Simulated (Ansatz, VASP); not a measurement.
One calculation of C, two programs

```
C
1.0
     2.49732    0.00000    0.00000
     0.00000    2.49732    0.00000
     0.00000    0.00000   20.41470
C
6
Direct
  0.75000 0.00000 0.39576
  0.25000 0.00000 0.43353
  0.25000 0.50000 0.47906
  0.75000 0.50000 0.52094
  0.75000 0.00000 0.56647
  0.25000 0.00000 0.60424
```

Alike in both runs: functional LDA; k mesh 10 × 10 × 1; occupations fermi-dirac, width 0.02 eV; no spin polarisation.

Ansatz relaxed the structure, and its values are those at the end. VASP's run is a single point on that final structure, the one shown.

```csv
,VASP,Ansatz
version,VASP 6.6.1,Ansatz 0.2.0
potentials or method,"VASP PAW LDA potentials, release 64 (C), cutoff 520 eV","all-electron LAPW, scalar-relativistic"
```

```tsv
	VASP	Ansatz	Ansatz less VASP
rms of the force components (eV/Å)	0.025	0.003	-0.0224
```

LDA's correlation is that of Perdew and Zunger in VASP and of Perdew and Wang (1992) in Ansatz. Ansatz ran all-electron here, and VASP with PAW potentials.
